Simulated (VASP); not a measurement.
# Ge (R-3m) in VASP: a series of runs

The runs below take Ge through single point, relaxation of the atoms, with PBEsol.

All numbers are computed with VASP 6.6.1; they aren't measurements. Logs are shortened: lines on timing, memory, paths and dates and some standing lists are left out, and cuts for length are marked.

## Step 1: The cell of the first run

It takes space group R-3m (No. 166, trigonal). The conventional cell has a = 4.053 Å, b = 4.053 Å, c = 9.789 Å, α = 90.00°, β = 90.00°, γ = 120.00°. Within 3.2 Å of Ge (site symmetry 3m) lie 4 Ge at 2.46 to 2.47 Å.

## Step 2: Single point, PBEsol

Contents of INCAR:

```
SYSTEM = Ge
PREC = Accurate
ENCUT = 520
EDIFF = 1E-6
ISMEAR = 0
SIGMA = 0.01
LREAL = .FALSE.
LASPH = .TRUE.
NELM = 100
ALGO = Normal
ISIF = 2
LWAVE = .FALSE.
LCHARG = .FALSE.
GGA = PS
NBANDS = 21
```

Contents of KPOINTS:

```
Automatic mesh
0
G
  12 12 12
  0 0 0
```

Contents of POSCAR:

```
Ge
1.0
   -0.0270083216      2.8392357232      2.8392357232
    2.8392357232     -0.0270083216      2.8392357232
    2.8392357232      2.8392357232     -0.0270083216
Ge
2
Direct
   -0.0006886806     -0.0006886806     -0.0006886806
    0.2506886806      0.2506886806      0.2506886806
```

Potentials or basis: VASP PAW PBE potentials, release 64 (Ge_d).

Launch:

```
$ cat potpaw_PBE.64/Ge_d/POTCAR > POTCAR
$ mpirun -np 1 vasp_std > vasp.out
```

OUTCAR:

```text
SYSTEM = Ge
   PREC = Accurate
   ENCUT = 520
   EDIFF = 1E-6
   ISMEAR = 0
   LREAL = .FALSE.
   LASPH = .TRUE.
   NELM = 100
   ISIF = 2
   GGA = PS

 ion  position               nearest neighbor table
   1  0.999  0.999  0.999-   2 2.46   2 2.47   2 2.47   2 2.47
   2  0.251  0.251  0.251-   1 2.46   1 2.47   1 2.47   1 2.47

  LATTYP: Found a trigonal (rhomboedric) cell.
 ALAT       =     4.0153764996
 COS(alpha) =     0.4904652770

  Lattice vectors:

 A1 = (  -0.0270083216,   2.8392357232,   2.8392357232)
 A2 = (   2.8392357232,  -0.0270083216,   2.8392357232)
 A3 = (   2.8392357232,   2.8392357232,  -0.0270083216)

Analysis of symmetry for initial positions (statically):
=====================================================================
 Subroutine PRICEL returns:
 Original cell was already a primitive cell.

 Routine SETGRP: Setting up the symmetry group for a
 trigonal (rhombohedral) supercell.

 Subroutine GETGRP returns: Found 12 space group operations
 (whereof  6 operations were pure point group operations)
 out of a pool of 12 trial point group operations.

The static configuration has the point symmetry C_3v.
 The point group associated with its full space group is D_3d.

Analysis of symmetry for dynamics (positions and initial velocities):
=====================================================================
 Subroutine PRICEL returns:
 Original cell was already a primitive cell.

 Routine SETGRP: Setting up the symmetry group for a
 trigonal (rhombohedral) supercell.

 Subroutine GETGRP returns: Found 12 space group operations
 (whereof  6 operations were pure point group operations)
 out of a pool of 12 trial point group operations.

The dynamic configuration has the point symmetry C_3v.
 The point group associated with its full space group is D_3d.

 Subroutine INISYM returns: Found 12 space group operations
 (whereof  6 operations are pure point group operations),
 and found     1 'primitive' translations

----------------------------------------------------------------------------------------

                                     Primitive cell

  volume of cell :      46.4288

  direct lattice vectors                    reciprocal lattice vectors
    -0.027008322  2.839235723  2.839235723    -0.173610654  0.175277991  0.175277991
     2.839235723 -0.027008322  2.839235723     0.175277991 -0.173610654  0.175277991
     2.839235723  2.839235723 -0.027008322     0.175277991  0.175277991 -0.173610654

  length of vectors
     4.015376500  4.015376500  4.015376500     0.302630810  0.302630810  0.302630810

  position of ions in fractional coordinates (direct lattice)
     0.999311319  0.999311319  0.999311319
     0.250688681  0.250688681  0.250688681

  ion indices of the primitive-cell ions
   primitive index   ion index
                 1           1
                 2           2

----------------------------------------------------------------------------------------

 KPOINTS: Automatic mesh

Automatic generation of k-mesh.
 Grid dimensions read from file:
 generate k-points for:   12   12   12

 Generating k-lattice:

  Cartesian coordinates                     Fractional coordinates (reciprocal lattice)
    -0.014467554  0.014606499  0.014606499     0.083333333  0.000000000 -0.000000000
     0.014606499 -0.014467554  0.014606499     0.000000000  0.083333333 -0.000000000
     0.014606499  0.014606499 -0.014467554     0.000000000  0.000000000  0.083333333

  Length of vectors
     0.025219234  0.025219234  0.025219234

  Shift w.r.t. Gamma in fractional coordinates (k-lattice)
     0.000000000  0.000000000  0.000000000

 Subroutine IBZKPT returns following result:
 ===========================================

 Found    189 irreducible k-points:

 Following reciprocal coordinates:
            Coordinates               Weight
  0.000000  0.000000  0.000000      1.000000
  0.083333 -0.000000 -0.000000      6.000000
  0.166667  0.000000  0.000000      6.000000
  0.250000  0.000000 -0.000000      6.000000
  0.333333 -0.000000 -0.000000      6.000000
  0.416667  0.000000  0.000000      6.000000
[... 16 lines left out ...]
  0.500000  0.166667 -0.000000     12.000000
 -0.416667  0.166667 -0.000000     12.000000
 [... further k-points ...]
   k-points           NKPTS =    189   k-points in BZ     NKDIM =    189   number of bands    NBANDS=     21
   number of dos      NEDOS =    301   number of ions     NIONS =      2
   total plane-waves  NPLWV =  27000
   dimension x,y,z NGX =    30 NGY =   30 NGZ =   30
   dimension x,y,z NGXF=    60 NGYF=   60 NGZF=   60
   ions per type =               2
   NGX,Y,Z   is equivalent  to a cutoff of  12.42, 12.42, 12.42 a.u.
   NGXF,Y,Z  is equivalent  to a cutoff of  24.84, 24.84, 24.84 a.u.
 SYSTEM =  Ge
   PREC   = accura    normal or accurate (medium, high low for compatibility)
   ISTART =      0    job   : 0-new  1-cont  2-samecut
   ICHARG =      2    charge: 1-file 2-atom 10-const
[... 39 lines left out ...]
  energy-cutoff  :      520.00
  volume of cell :       46.43
 maximum number of plane-waves:      1273
 NGX is ok and might be reduce to    30
   NGX = 15   NGY = 15   NGZ = 15

 number of electron      27.9999999 magnetization

 Free energy of the ion-electron system (eV)
  ---------------------------------------------------
  ext. energy  EPLUGINS =         0.00000000
  ---------------------------------------------------
  free energy    TOTEN  =        -9.86901475 eV

  energy without entropy =       -9.86900468  energy(sigma->0) =       -9.86900971

 E-fermi :   4.5759     XC(G=0): -10.0107

 val. band max:        4.5263919661   @ k =   0.0833  -0.0000  -0.0000
 cond. band min:       4.5790124368   @ k =   0.0000   0.0000   0.0000
 fundamental gap:      0.0526204706
 Fermi energy:         4.5758888611

 k-point     1 :       0.0000    0.0000    0.0000
  band No.  band energies     occupation
      1     -20.1143      2.00000
      2     -20.1050      2.00000
      3     -20.1050      2.00000
      4     -20.0734      2.00000
      5     -20.0734      2.00000
      6     -19.8786      2.00000
[... 13 lines left out ...]
     20      14.0338      0.00000
     21      14.0338      0.00000

 k-point     2 :       0.0833   -0.0000   -0.0000
  band No.  band energies     occupation
      1     -20.1173      2.00000
      2     -20.1095      2.00000
      3     -20.1045      2.00000
      4     -20.0684      2.00000
      5     -20.0678      2.00000
      6     -19.8839      2.00000
[... 13 lines left out ...]
     20      13.4370      0.00000
     21      13.4832      0.00000

 k-point     3 :       0.1667    0.0000    0.0000
  band No.  band energies     occupation
      1     -20.1234      2.00000
      2     -20.1172      2.00000
      3     -20.1022      2.00000
      4     -20.0577      2.00000
      5     -20.0572      2.00000
      6     -19.8924      2.00000
[... 13 lines left out ...]
     20      12.8546      0.00000
     21      12.9580      0.00000

 k-point     4 :       0.2500    0.0000   -0.0000
  band No.  band energies     occupation
      1     -20.1288      2.00000
      2     -20.1237      2.00000
      3     -20.0988      2.00000
      4     -20.0474      2.00000
      5     -20.0468      2.00000
      6     -19.8993      2.00000
[... 13 lines left out ...]
     20      12.7939      0.00000
     21      12.9641      0.00000

 k-point     5 :       0.3333   -0.0000   -0.0000
  band No.  band energies     occupation
      1     -20.1322      2.00000
      2     -20.1279      2.00000
      3     -20.0952      2.00000
      4     -20.0408      2.00000
      5     -20.0385      2.00000
      6     -19.9046      2.00000
[... 13 lines left out ...]
     20      13.3776      0.00000
     21      13.6137      0.00000
[... 382 lines left out ...]
     20      14.1038      0.00000
     21      14.8355      0.00000

 k-point    22 :       0.4167    0.1667    0.0000
  band No.  band energies     occupation
      1     -20.1423      2.00000
      2     -20.1333      2.00000
      3     -20.0854      2.00000
      4     -20.0295      2.00000
      5     -20.0119      2.00000
      6     -19.9474      2.00000
[... 13 lines left out ...]
     20      14.5898      0.00000
     21      15.7011      0.00000

 k-point    23 :       0.5000    0.1667   -0.0000
  band No.  band energies     occupation
      1     -20.1466      2.00000
      2     -20.1365      2.00000
      3     -20.0755      2.00000
      4     -20.0214      2.00000
      5     -20.0155      2.00000
      6     -19.9410      2.00000
[... 13 lines left out ...]
     20      15.3189      0.00000
     21      15.7797      0.00000

 k-point    24 :      -0.4167    0.1667   -0.0000
  band No.  band energies     occupation
      1     -20.1474      2.00000
      2     -20.1386      2.00000
      3     -20.0700      2.00000
      4     -20.0246      2.00000
      5     -20.0152      2.00000
      6     -19.9293      2.00000
[... 13 lines left out ...]
     20      14.2174      0.00000
     21      14.7187      0.00000

 [... further k-points ...]

------------------------ aborting loop because EDIFF is reached ----------------------------------------

  FORCE on cell =-STRESS in cart. coord.  units (eV):
  Direction    XX          YY          ZZ          XY          YZ          ZX
  --------------------------------------------------------------------------------------
  -------------------------------------------------------------------------------------
  Total       -0.4056945     -0.4056945     -0.4056945      0.1479423      0.1479423      0.1479423
  in kB      -13.9998196    -13.9998196    -13.9998196      5.1052353      5.1052353      5.1052353
  external PRESSURE =     -13.9998196 kB  Pullay stress =       0.0000000 kB

 VOLUME and BASIS-vectors are now :
 -----------------------------------------------------------------------------
  energy-cutoff  :      520.00
  volume of cell :       46.43
      direct lattice vectors                 reciprocal lattice vectors
    -0.027008322  2.839235723  2.839235723    -0.173610654  0.175277991  0.175277991
     2.839235723 -0.027008322  2.839235723     0.175277991 -0.173610654  0.175277991
     2.839235723  2.839235723 -0.027008322     0.175277991  0.175277991 -0.173610654

 POSITION                                       TOTAL-FORCE (eV/Angst)
 -----------------------------------------------------------------------------------
      5.64757      5.64757      5.64757         0.007039      0.007039      0.007039
      1.41676      1.41676      1.41676        -0.007039     -0.007039     -0.007039
 -----------------------------------------------------------------------------------
    total drift:                               -0.000000     -0.000000     -0.000000

  FREE ENERGIE OF THE ION-ELECTRON SYSTEM (eV)
  ---------------------------------------------------
  free  energy   TOTEN  =        -9.8690147511 eV

  energy  without entropy=       -9.8690046758  energy(sigma->0) =       -9.86900971
```

Run time: 3.8 min. Hardware: 1 thread of Intel Xeon 8259CL, shared host; peak memory 0.28 GiB.

Results:

* Free energy: -9.8690 eV
* Pressure: -1.4 GPa
* Largest force: 0.012 eV/Å
* Band gap on the k mesh: zero (bands 14 and 15 overlap by 0.06 eV)

Forces on the atoms (eV/Å):
```
Ge   0.007  0.007  0.007
Ge  -0.007 -0.007 -0.007
```

Stress tensor (GPa, compression positive):
```
-1.40  0.51  0.51
 0.51 -1.40  0.51
 0.51  0.51 -1.40
```

Caveat: semilocal functionals underestimate gaps, so a narrow gap can read as zero; the PAW data sets were made with another functional, which shifts forces and pressure a little.

## Step 3: Single point, PBEsol

Contents of INCAR:

```
ALGO     = Normal         # electronic algorithm
EDIFF    = 1E-6           # SCF threshold, eV
ENCUT    = 520            # plane-wave cutoff, eV
GGA      = PS             # functional
ISIF     = 2              # what is computed and relaxed
ISMEAR   = 0              # smearing method
LASPH    = True           # aspherical terms in the spheres
LCHARG   = True           # write CHGCAR
LELF     = True           # ELF
LREAL    = False          # projectors in reciprocal space
LVHAR    = True         
LWAVE    = False          # write WAVECAR
NBANDS   = 21             # bands
NELM     = 100            # most SCF steps
PREC     = Accurate       # precision mode
SIGMA    = 0.01           # smearing width, eV
```

Contents of KPOINTS:

```
k-points
0
Gamma
  12 12 12
```

POSCAR is that of step 2.

Potentials or basis: VASP PAW PBE potentials, release 64 (Ge_d).

Launch:

```
$ cat potpaw_PBE.64/Ge_d/POTCAR > POTCAR
$ mpirun -np 1 vasp_std > vasp.out
```

Run time: 3.5 min. Hardware: 1 thread of Intel Xeon 8259CL, shared host; peak memory 0.27 GiB.

The run converged. Its results:

```
Free energy            : -9.8690 eV
Pressure               : -1.4 GPa
Largest force          : 0.012 eV/Å
Band gap on the k mesh : zero (bands 14 and 15 overlap by 0.06 eV)
```

Forces on the atoms (eV/Å):
```
Ge   0.007  0.007  0.007
Ge  -0.007 -0.007 -0.007
```

Stress tensor (GPa, compression positive):
```
-1.40  0.51  0.51
 0.51 -1.40  0.51
 0.51  0.51 -1.40
```

Levels at points of the mesh, in eV from the Fermi level:
```
           k point  band 10  band 11  band 12  band 13  band 14  band 15  band 16  band 17  band 18  band 19
(0.00, 0.00, 0.00)   -24.44   -12.56    -0.20     0.00     0.00     0.13     2.52     2.52     2.66     6.21
(0.50, 0.00, 0.00)   -24.41   -10.55    -7.47    -1.33    -1.27     0.14     3.74     3.79     7.03    10.25
(0.50, 0.50, 0.00)   -24.40    -8.78    -8.74    -3.01    -2.90     0.67     0.82     9.28     9.35    11.28
(0.50, 0.50, 0.50)   -24.42   -10.46    -7.45    -1.40    -1.40    -0.05     3.68     3.68     6.91    10.39
```

Caveat: semilocal functionals underestimate gaps, so a narrow gap can read as zero; the PAW data sets were made with another functional, which shifts forces and pressure a little.

## Step 4: Relaxation of the atoms, PBEsol (strained cell)

Contents of INCAR:

```
PREC = Accurate ; ENCUT = 520
EDIFF = 1E-7 ; ISMEAR = 0
SIGMA = 0.1 ; LREAL = False
LASPH = True ; NELM = 60
ALGO = Fast ; ISIF = 2
LWAVE = False ; LCHARG = False
GGA = PS ; IBRION = 2
NSW = 60 ; EDIFFG = -0.002
```

Contents of KPOINTS:

```
Automatic mesh
0
Gamma
  12 12 12
```

Contents of POSCAR:

```
Ge
1.0
   -0.0302705642      2.8359734806      2.8359734806
    2.8359734806     -0.0302705642      2.8359734806
    2.8359734806      2.8359734806     -0.0302705642
Ge
2
Direct
    0.0000000000      0.0000000000      0.0000000000
    0.2500000000      0.2500000000      0.2500000000
```

Launch:

```
$ cat potpaw_PBE.64/Ge_d/POTCAR > POTCAR
$ mpirun -np 1 vasp_std > vasp.out
```

Run time: 4.1 min. Hardware: 1 thread of Oxide Virtual Turin-like, shared host; peak memory 0.21 GiB.

Results (log left out):

```yaml
Free_energy: -9.8692 eV
Energy_gained_by_relaxing: 0.6 meV/atom
Ionic_steps: 3
Pressure_after_relaxing: -1.0 GPa
Band_gap_on_the_k_mesh: zero (bands 14 and 15 overlap by 0.06 eV)
```

Stress tensor (GPa, compression positive):
```
-0.96  0.57  0.57
 0.57 -0.96  0.57
 0.57  0.57 -0.96
```

Step by step:
```
step  energy change (eV)  largest force (eV/Å)  pressure (GPa)
   1              0.0000                0.1561           -0.94
   2             -0.0011                0.0027           -0.95
   3             -0.0011                0.0018           -0.96
```

Final structure:
```yaml
crystal:
  lattice:
    - [-0.03027, 2.83597, 2.83597]
    - [2.83597, -0.03027, 2.83597]
    - [2.83597, 2.83597, -0.03027]
  atoms:
    - { symbol: Ge, position: [0.99924, 0.99924, 0.99924] }
    - { symbol: Ge, position: [0.25076, 0.25076, 0.25076] }
```

Levels at points of the mesh, in eV from the Fermi level:
| k point | band 12 | band 13 | band 14 | band 15 | band 16 | band 17 |
| --- | --- | --- | --- | --- | --- | --- |
| (0.00, 0.00, 0.00) | -0.21 | -0.02 | -0.02 | 0.11 | 2.50 | 2.50 |
| (0.50, 0.00, 0.00) | -7.50 | -1.36 | -1.29 | 0.13 | 3.72 | 3.78 |
| (0.50, 0.50, 0.00) | -8.77 | -3.05 | -2.92 | 0.63 | 0.80 | 9.27 |
| (0.50, 0.50, 0.50) | -7.48 | -1.43 | -1.43 | -0.09 | 3.65 | 3.65 |

Caveat: the cell differs from its parent crystal (strained cell); semilocal functionals underestimate gaps, so a narrow gap can read as zero; the PAW data sets were made with another functional, which shifts forces and pressure a little.

## Step 5: Relaxation of the atoms, PBEsol (strained cell)

Contents of INCAR:

```
ALGO     = Fast           # electronic algorithm
EDIFF    = 1E-7           # SCF threshold, eV
EDIFFG   = -0.002         # ionic threshold
ENCUT    = 520            # plane-wave cutoff, eV
GGA      = PS             # functional
IBRION   = 2              # ionic algorithm
ISIF     = 2              # what is computed and relaxed
ISMEAR   = 0              # smearing method
LASPH    = True           # aspherical terms in the spheres
LCHARG   = False          # write CHGCAR
LREAL    = False          # projectors in reciprocal space
LWAVE    = False          # write WAVECAR
NELM     = 80             # most SCF steps
NSW      = 60             # ionic steps
PREC     = Accurate       # precision mode
SIGMA    = 0.1            # smearing width, eV
```

Contents of KPOINTS:

```
k-points
0
Gamma
  12 12 12
```

Contents of POSCAR:

```
Ge
1.0
   -0.0270083216      2.8392357232      2.8392357232
    2.8392357232     -0.0270083216      2.8392357232
    2.8392357232      2.8392357232     -0.0270083216
Ge
2
Direct
   -0.0006886806     -0.0006886806     -0.0006886806
    0.2506886806      0.2506886806      0.2506886806
```

Launch:

```
$ cat potpaw_PBE.64/Ge_d/POTCAR > POTCAR
$ mpirun -np 1 vasp_std > vasp.out
```

It took 5.7 min on 1 thread of Oxide Virtual Turin-like, shared host; peak memory 0.23 GiB.

The run converged. Its results:

| Quantity | Value |
| --- | --- |
| Free energy | -9.8692 eV |
| Energy gained by relaxing | 0.0 meV/atom |
| Ionic steps | 2 |
| Pressure after relaxing | -1.1 GPa |
| Band gap on the k mesh | zero (bands 14 and 15 overlap by 0.06 eV) |

Stress tensor (GPa, compression positive):
```
-1.08  0.50  0.50
 0.50 -1.08  0.50
 0.50  0.50 -1.08
```

Final structure:
```xyz
2
Lattice="-0.0270 2.8392 2.8392 2.8392 -0.0270 2.8392 2.8392 2.8392 -0.0270" Properties=species:S:1:pos:R:3 pbc="T T T"
Ge    5.6477    5.6477    5.6477
Ge    1.4167    1.4167    1.4167
```

Levels at points of the mesh, in eV from the Fermi level:
```
           k point  band 11  band 12  band 13  band 14  band 15  band 16  band 17  band 18
(0.00, 0.00, 0.00)   -12.58    -0.22    -0.02    -0.02     0.10     2.50     2.50     2.64
(0.50, 0.00, 0.00)   -10.57    -7.50    -1.35    -1.29     0.12     3.72     3.77     7.01
(0.50, 0.50, 0.00)    -8.81    -8.76    -3.03    -2.92     0.65     0.80     9.27     9.34
(0.50, 0.50, 0.50)   -10.48    -7.47    -1.42    -1.42    -0.07     3.66     3.66     6.89
```

Caveat: the cell differs from its parent crystal (strained cell); semilocal functionals underestimate gaps, so a narrow gap can read as zero; the PAW data sets were made with another functional, which shifts forces and pressure a little.

## Step 6: The runs side by side

| task | cell | smearing | gap on the mesh (eV) | pressure (GPa) |
| --- | --- | --- | --- | --- |
| single point | a = 4.015 Å, angles 60.6°, 2 atoms, atomic positions A | gaussian 0.01 eV | none | -1.4 |
| relaxation of the atoms | atoms relaxed from a = 4.011 Å, angles 60.7°, 2 atoms, atomic positions B | gaussian 0.1 eV | none | -1.0 |
| relaxation of the atoms | atoms relaxed from a = 4.015 Å, angles 60.6°, 2 atoms, atomic positions A | gaussian 0.1 eV | none | -1.1 |

Alike in all rows: level PBEsol; potentials or basis VASP PAW PBE potentials, release 64 (Ge_d); no spin polarisation; k mesh 12 × 12 × 12; cutoff (eV) 520.

Caveats: semilocal functionals underestimate gaps, so a narrow gap can read as zero; the PAW data sets were made with another functional, which shifts forces and pressure a little.

Absolute energies hang on the potentials; compare differences alone.
